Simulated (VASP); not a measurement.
**Ni2Ge: single point with r2SCAN**

The system is Ni2Ge.

```
Ni Ge
1.0
     4.01792    0.00000    0.00000
    -2.00896    3.47962    0.00000
     0.00000    0.00000    5.00271
Ni Ge
4 2
Direct
  0.66667 0.33333 0.25000
  0.33333 0.66667 0.75000
  0.00000 0.00000 0.00000
  0.00000 0.00000 0.50000
  0.66667 0.33333 0.75000
  0.33333 0.66667 0.25000
```

This cell differs from its parent crystal: biaxial strain in the a-b plane: +1.0 %, then relaxed in part.

```yaml
Program: VASP 6.6.1
Task: single point
Functional: r2SCAN
Potentials_or_basis: VASP PAW PBE potentials, release 64 (Ni, Ge_d)
Cutoff: 520 eV
k_mesh: 12 × 12 × 8
Occupations: gaussian, width 0.1 eV
Spin: no spin polarisation
Dipole_correction: no
Further_INCAR_settings: ALGO = Normal; EDIFF = 1e-07; NBANDS = 43
```

```yaml
Pressure: -2.6 GPa
Band_gap_on_the_k_mesh: zero (band 34 reaches 12.32 eV, above the bottom of band 35 at 9.44 eV)
```

Stress tensor (GPa, compression positive):
```
-3.96  0.00  0.00
 0.00 -3.96  0.00
 0.00  0.00  0.11
```

Levels at points of the mesh, in eV from the Fermi level:
```csv
k point,band 32,band 33,band 34,band 35,band 36,band 37
"(0.00, 0.00, 0.00)",-0.61,0.16,2.28,2.67,2.67,2.88
"(0.50, 0.00, 0.00)",-1.14,-1.03,-0.66,-0.53,0.75,1.76
"(0.00, 0.00, 0.50)",-1.15,1.56,1.56,3.26,3.26,3.26
"(0.50, 0.00, 0.50)",-1.21,-0.85,-0.85,0.90,0.90,2.60
```

Wall time 17 min on 1 thread of Intel(R) Xeon(R) Platinum 8375C CPU @ 2.90GHz (Ice Lake), with other jobs on the host, peak memory 0.35 GiB.

Caveat: the cell differs from its parent crystal (biaxial strain in the a-b plane: +1.0 %, then relaxed in part); the PAW data sets were made with another functional, which shifts forces and pressure a little. Spin polarisation is off, so any magnetic state and its effect on volume and gap are missing.
